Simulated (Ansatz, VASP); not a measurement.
SiC in VASP and in Ansatz

Contents of INCAR:

```
SYSTEM = SiC
PREC = Accurate
ENCUT = 600
EDIFF = 1E-6
ISMEAR = 0
SIGMA = 0.05
LREAL = .False.
LASPH = .True.
NELM = 120
ALGO = Normal
ISIF = 2
LWAVE = .False.
LCHARG = .False.
GGA = PE
NBANDS = 11
GGA_COMPAT = .False.
```

File KPOINTS:

```
regular mesh
0
Gamma
  4 4 4
  0 0 0
```

Contents of POSCAR:

```
SiC
1.0
    0.0000000000      2.1740000000      2.1740000000
    2.1740000000      0.0000000000      2.1740000000
    2.1740000000      2.1740000000      0.0000000000
Si C
1 1
Direct
    0.1379944802      0.1379944802     -0.2355713130
    0.7500000000      0.7500000000      0.7500000000
```

Input for Ansatz:

```yaml
crystal:
  lattice:
    - [0.0, 2.174, 2.174]
    - [2.174, 0.0, 2.174]
    - [2.174, 2.174, 0.0]
  atoms:
    - { symbol: Si, position: [0.1379944802, 0.1379944802, -0.235571313] }
    - { symbol: C, position: [0.75, 0.75, 0.75] }
basis:
  ecutwfc: 420
kpoints:
  mp_grid: { grid: [4, 4, 4] }
hamiltonian:
  xc: pbe
scf:
  occupations: { method: gaussian, width: 0.05 }
output:
  forces: true
  stress: true
  eigenvalues: true
```

Alike in both runs: task single point; functional PBE; k mesh 4 × 4 × 4; occupations gaussian, width 0.05 eV; no spin polarisation.

|  | VASP | Ansatz |
| --- | --- | --- |
| version | VASP 6.6.1 | Ansatz 0.2.0 |
| potentials or method | VASP PAW PBE potentials, release 64 (Si, C), cutoff 600 eV | scalar-relativistic, plane waves, PAW |
| valence electrons in the cell | 8 | 8 |

```tsv
	VASP	Ansatz	Ansatz less VASP
gap on the k mesh at the Fermi level (eV)	none	none	-
rms of the force components (eV/Å)	3.525	3.525	+0.0002
```

Atom by atom the forces differ by 0.002 eV/Å (rms over components). A gap of «none» marks a metal or a gap that the smearing closes.

The k mesh is coarse, so the values compare programs but aren't converged.
